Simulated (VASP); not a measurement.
Wanted: the native input for a VASP 6.6.1 run.

| Quantity | Value |
| --- | --- |
| Task | single point |
| Functional | PBEsol |
| Dispersion | D3(BJ) |
| Potentials or basis | VASP PAW PBE potentials, release 64 (C) |
| Cutoff | 600 eV |
| k mesh | 18 × 12 × 10 |
| Occupations | gaussian, width 0.15 eV |
| Spin | no spin polarisation |
| Dipole correction | no |
| Further INCAR settings | ALGO = Normal; EDIFF = 1e-06; NBANDS = 16 |

The structure of C lies in POSCAR:

```
C
1.0
   -2.4576582504      0.0000000000      0.0000000000
    0.0000000000      0.0000000000     -3.5294825081
    0.0000000000     -4.2567889574      0.0000000000
C
4
Direct
    0.5000000000      0.0000000000      0.1631428838
    0.0000000000      0.0000000000      0.6560953181
    0.0000000000      0.0000000000      0.3368571162
    0.5000000000      0.0000000000      0.8439046819
```

This cell differs from its parent crystal: mode 8 frozen in at -0.015 Å and mode 12 at +0.030 Å (largest displacements).

These files were run (other wordings do the same):

INCAR

```
SYSTEM = C
PREC = Accurate
ENCUT = 600
EDIFF = 1E-6
ISMEAR = 0
SIGMA = 0.15
LREAL = .FALSE.
LASPH = .TRUE.
NELM = 120
ALGO = Normal
ISIF = 2
LWAVE = .FALSE.
LCHARG = .FALSE.
GGA = PS
IVDW = 12
NBANDS = 16
GGA_COMPAT = .FALSE.
```

KPOINTS

```
regular mesh
0
G
  18 12 10
  0 0 0
```

Potentials or basis: VASP PAW PBE potentials, release 64 (C).

Command:

```sh
$ cat potpaw_PBE.64/C/POTCAR > POTCAR
$ mpirun -np 1 vasp_std > vasp.out
```

Results of the run:

The pressure is 2.1 GPa, the largest force is 4.680 eV/Å and the band gap on the k mesh is zero (band 8 reaches 4.51 eV, above the bottom of band 9 at 3.94 eV). The dispersion energy per atom is -0.105 eV.

Caveat: the cell differs from its parent crystal (mode 8 frozen in at -0.015 Å and mode 12 at +0.030 Å (largest displacements)); the PAW data sets were made with another functional, which shifts forces and pressure a little.

Run time: 120 s on 1 thread of Intel(R) Xeon(R) Platinum 8488C (Sapphire Rapids), on a shared host, peak memory 0.33 GiB.
